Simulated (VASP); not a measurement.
# Zr (P6_3/mmc) in VASP: electric field gradients with PBE

Aim: the electric field gradients of Zr with PBE.

All numbers are computed with VASP 6.6.1; they aren't measurements. Logs are shortened: lines on timing, memory, paths and dates and some standing lists are left out, and cuts for length are marked.

## (1) The cell of the first run

Symmetry: P6_3/mmc, No. 194, hexagonal system. The conventional cell has a = 3.232 Å, b = 3.232 Å, c = 5.147 Å, α = 90.00°, β = 90.00°, γ = 120.00°. Within 4.2 Å of Zr (site symmetry -6m2) lie 12 Zr at 3.18 to 3.23 Å.

## (2) Electric field gradients, PBE, non-collinear spin, zero start, spin-orbit coupling

INCAR reads:

```
PREC = Accurate
ENCUT = 520
EDIFF = 1E-8
ISMEAR = -1
SIGMA = 0.03
LREAL = F
LASPH = T
NELM = 150
ALGO = Normal
ISIF = 2
LWAVE = F
LCHARG = F
LNONCOLLINEAR = T
MAGMOM = 0 0 0 0 0 0
LORBIT = 11
LSORBIT = T
GGA_COMPAT = F
LORBMOM = T
LMAXMIX = 4
GGA = PE
LEFG = T
NBANDS = 36
```

KPOINTS reads:

```
Automatic mesh
0
Gamma
  13 13 7
```

POSCAR reads:

```
Zr
1.0
    3.2319982225      0.0000000000      0.0000000000
   -1.6159991112      2.7989925656      0.0000000000
    0.0000000000      0.0000000000      5.1470000000
Zr
2
Direct
    0.3333333333      0.6666666667      0.2500000000
    0.6666666667      0.3333333333      0.7500000000
```

Potentials or basis: VASP PAW PBE potentials, release 64 (Zr_sv).

Started as:

```console
$ cat potpaw_PBE.64/Zr_sv/POTCAR > POTCAR
$ mpirun -np 1 vasp_ncl > vasp.out
```

OUTCAR:

```text
PREC = Accurate
   ENCUT = 520
   EDIFF = 1E-8
   ISMEAR = -1
   LREAL = F
   LASPH = T
   NELM = 150
   ISIF = 2
   LNONCOLLINEAR = T
   LORBIT = 11
   LSORBIT = T
   GGA = PE

 ion  position               nearest neighbor table
   1  0.333  0.667  0.250-   2 3.18   2 3.18   2 3.18   2 3.18   2 3.18   2 3.18
   2  0.667  0.333  0.750-   1 3.18   1 3.18   1 3.18   1 3.18   1 3.18   1 3.18

  LATTYP: Found a hexagonal cell.
 ALAT       =     3.2319982225
 C/A-ratio  =     1.5925132521

  Lattice vectors:

 A1 = (   3.2319982225,   0.0000000000,   0.0000000000)
 A2 = (  -1.6159991112,   2.7989925656,   0.0000000000)
 A3 = (   0.0000000000,   0.0000000000,   5.1470000000)

Analysis of symmetry for initial positions (statically):
=====================================================================
 Subroutine PRICEL returns:
 Original cell was already a primitive cell.

 Routine SETGRP: Setting up the symmetry group for a
 hexagonal supercell.

 Subroutine GETGRP returns: Found 24 space group operations
 (whereof 12 operations were pure point group operations)
 out of a pool of 24 trial point group operations.

The static configuration has the point symmetry D_3d.
 The point group associated with its full space group is D_6h.

Analysis of symmetry for dynamics (positions and initial velocities):
=====================================================================
 Subroutine PRICEL returns:
 Original cell was already a primitive cell.

 Routine SETGRP: Setting up the symmetry group for a
 hexagonal supercell.

 Subroutine GETGRP returns: Found 24 space group operations
 (whereof 12 operations were pure point group operations)
 out of a pool of 24 trial point group operations.

The dynamic configuration has the point symmetry D_3d.
 The point group associated with its full space group is D_6h.

Analysis of structural, dynamic, and magnetic symmetry:
=====================================================================
 Subroutine PRICEL returns:
 Original cell was already a primitive cell.

 Routine SETGRP: Setting up the symmetry group for a
 hexagonal supercell.

 Subroutine GETGRP returns: Found 24 space group operations
 (whereof 12 operations were pure point group operations)
 out of a pool of 24 trial point group operations.

The overall configuration has the point symmetry D_3d.
 The point group associated with its full space group is D_6h.

 Subroutine INISYM returns: Found 24 space group operations
 (whereof 12 operations are pure point group operations),
 and found     1 'primitive' translations

----------------------------------------------------------------------------------------

                                     Primitive cell

  volume of cell :      46.5615

  direct lattice vectors                    reciprocal lattice vectors
     3.231998223  0.000000000  0.000000000     0.309406111  0.178635701  0.000000000
    -1.615999111  2.798992566  0.000000000     0.000000000  0.357271403  0.000000000
     0.000000000  0.000000000  5.147000000     0.000000000  0.000000000  0.194287935

  length of vectors
     3.231998223  3.231998222  5.147000000     0.357271403  0.357271403  0.194287935

  position of ions in fractional coordinates (direct lattice)
     0.333333333  0.666666667  0.250000000
     0.666666667  0.333333333  0.750000000

  ion indices of the primitive-cell ions
   primitive index   ion index
                 1           1
                 2           2

----------------------------------------------------------------------------------------

 KPOINTS: Automatic mesh

Automatic generation of k-mesh.
 Grid dimensions read from file:
[... 1067 lines left out ...]
  in kB        1.5793928      1.5793928     10.4209434      0.0000000      0.0000000      0.0000000
  external PRESSURE =       4.5265763 kB  Pullay stress =       0.0000000 kB

 VOLUME and BASIS-vectors are now :
 -----------------------------------------------------------------------------
  energy-cutoff  :      520.00
  volume of cell :       46.56
      direct lattice vectors                 reciprocal lattice vectors
     3.231998223  0.000000000  0.000000000     0.309406111  0.178635701  0.000000000
    -1.615999111  2.798992566  0.000000000     0.000000000  0.357271403  0.000000000
     0.000000000  0.000000000  5.147000000     0.000000000  0.000000000  0.194287935

 POSITION                                       TOTAL-FORCE (eV/Angst)
 -----------------------------------------------------------------------------------
     -0.00000      1.86600      1.28675        -0.000000     -0.000000      0.000000
      1.61600      0.93300      3.86025         0.000000      0.000000      0.000000
 -----------------------------------------------------------------------------------
    total drift:                               -0.000000      0.000000     -0.000000

  FREE ENERGIE OF THE ION-ELECTRON SYSTEM (eV)
  ---------------------------------------------------
  free  energy   TOTEN  =       -17.1848827837 eV

  energy  without entropy=      -17.1777811321  energy(sigma->0) =      -17.18133196

 Electric field gradients (V/A^2)
---------------------------------------------------------------------
 ion       V_xx      V_yy      V_zz      V_xy      V_xz      V_yz
---------------------------------------------------------------------
   1     -19.746   -19.746    39.491     0.000     0.000    -0.000
   2     -19.746   -19.746    39.491     0.000    -0.000     0.000
---------------------------------------------------------------------

 Electric field gradients after diagonalization (V/A^2)
 (convention: |V_zz| > |V_xx| > |V_yy|)
----------------------------------------------------------------------
 ion       V_xx      V_yy      V_zz     asymmetry (V_yy - V_xx)/ V_zz
----------------------------------------------------------------------
   1     -19.746   -19.746    39.491       0.000
   2     -19.746   -19.746    39.491       0.000
----------------------------------------------------------------------

           NMR quadrupolar parameters

 Cq : quadrupolar parameter    Cq=e*Q*V_zz/h
 eta: asymmetry parameters     (V_yy - V_xx)/ V_zz
 Q  : nuclear electric quadrupole moment in mb (millibarn)
----------------------------------------------------------------------
 ion       Cq(MHz)       eta       Q (mb)
----------------------------------------------------------------------
   1       0.095       0.000       1.000
   2       0.095       0.000       1.000
----------------------------------------------------------------------

 orbital moment (x)

 # of ion     p       d       tot
 ----------------------------------------
  1        -0.000   0.000   0.000
  2        -0.000  -0.000  -0.000
 ----------------------------------------
           -0.000  -0.000  -0.000

 orbital moment (y)

 # of ion     p       d       tot
 ----------------------------------------
  1        -0.000   0.000   0.000
  2        -0.000   0.000   0.000
 ----------------------------------------
           -0.000   0.000   0.000

 orbital moment (z)

 # of ion     p       d       tot
 ----------------------------------------
  1         0.000  -0.000  -0.000
  2         0.000  -0.000  -0.000
 ----------------------------------------
            0.000  -0.000  -0.000

 Spin-Orbit-Coupling matrix elements

 Ion:    1  E_soc:     -0.1433635
 l=   1
     0.0000000    -0.0231496    -0.0232569
    -0.0231496     0.0000000    -0.0231496
    -0.0232569    -0.0231496     0.0000000
 l=   2
     0.0000000    -0.0001263     0.0000000    -0.0001263    -0.0005821
    -0.0001263     0.0000000    -0.0004556    -0.0001269    -0.0001263
     0.0000000    -0.0004556     0.0000000    -0.0004556     0.0000000
    -0.0001263    -0.0001269    -0.0004556     0.0000000    -0.0001263
    -0.0005821    -0.0001263     0.0000000    -0.0001263     0.0000000
 l=   3
     0.0000000     0.0000000     0.0000000     0.0000000     0.0000000     0.0000000     0.0000000
     0.0000000     0.0000000     0.0000000     0.0000000     0.0000000     0.0000000     0.0000000
     0.0000000     0.0000000     0.0000000     0.0000000     0.0000000     0.0000000     0.0000000
     0.0000000     0.0000000     0.0000000     0.0000000     0.0000000     0.0000000     0.0000000
     0.0000000     0.0000000     0.0000000     0.0000000     0.0000000     0.0000000     0.0000000
     0.0000000     0.0000000     0.0000000     0.0000000     0.0000000     0.0000000     0.0000000
     0.0000000     0.0000000     0.0000000     0.0000000     0.0000000     0.0000000     0.0000000

 Ion:    2  E_soc:     -0.1433635
 l=   1
     0.0000000    -0.0231496    -0.0232569
    -0.0231496     0.0000000    -0.0231496
    -0.0232569    -0.0231496     0.0000000
 l=   2
     0.0000000    -0.0001263     0.0000000    -0.0001263    -0.0005821
    -0.0001263     0.0000000    -0.0004556    -0.0001269    -0.0001263
     0.0000000    -0.0004556     0.0000000    -0.0004556     0.0000000
    -0.0001263    -0.0001269    -0.0004556     0.0000000    -0.0001263
    -0.0005821    -0.0001263     0.0000000    -0.0001263     0.0000000
 l=   3
     0.0000000     0.0000000     0.0000000     0.0000000     0.0000000     0.0000000     0.0000000
     0.0000000     0.0000000     0.0000000     0.0000000     0.0000000     0.0000000     0.0000000
     0.0000000     0.0000000     0.0000000     0.0000000     0.0000000     0.0000000     0.0000000
     0.0000000     0.0000000     0.0000000     0.0000000     0.0000000     0.0000000     0.0000000
     0.0000000     0.0000000     0.0000000     0.0000000     0.0000000     0.0000000     0.0000000
     0.0000000     0.0000000     0.0000000     0.0000000     0.0000000     0.0000000     0.0000000
     0.0000000     0.0000000     0.0000000     0.0000000     0.0000000     0.0000000     0.0000000

 total charge

# of ion       s       p       d       tot
------------------------------------------
    1        2.233   5.961   1.625   9.819
    2        2.233   5.961   1.625   9.819
--------------------------------------------------
tot          4.466  11.921   3.251  19.638

 magnetization (x)

# of ion       s       p       d       tot
------------------------------------------
    1       -0.000   0.000   0.000  -0.000
    2        0.000   0.000   0.000   0.000
--------------------------------------------------
tot         -0.000   0.000   0.000  -0.000

 magnetization (y)

# of ion       s       p       d       tot
------------------------------------------
    1       -0.000   0.000   0.000  -0.000
    2       -0.000   0.000   0.000  -0.000
--------------------------------------------------
tot         -0.000   0.000   0.000  -0.000

 magnetization (z)

# of ion       s       p       d       tot
------------------------------------------
    1        0.000   0.000   0.000   0.000
    2        0.000   0.000   0.000   0.000
--------------------------------------------------
tot          0.000   0.000   0.000   0.000
```

Wall time 4.5 min (1 thread of Intel Xeon Platinum 8259CL at 2.50GHz (Skylake/Cascade Lake), shared host); peak memory 0.37 GiB.

What came out:

```
Free energy                                           : -17.1849 eV
Pressure                                              : 0.5 GPa
Net moment                                            : 0.00 μB per cell
Largest electric field gradient by atom               : Zr +39.5 V/Å²
Valence electrons inside the program's atomic spheres : Zr 9.82
```

Stress tensor (GPa, compression positive):
```
0.16 0.00 0.00
0.00 0.16 0.00
0.00 0.00 1.04
```

Moments on the atoms (μB; x, y, z):
```
Zr  0.00 0.00 0.00
Zr  0.00 0.00 0.00
```

Electric field gradients, principal values (V/Å²):
```
atom    least   middle  greatest (by size)
1 Zr  -19.746  -19.746              39.491
2 Zr  -19.746  -19.746              39.491
```

Caveat: without QUAD_EFG the Cq values of the log hold for a quadrupole moment of 1 mb, not for the nuclei.
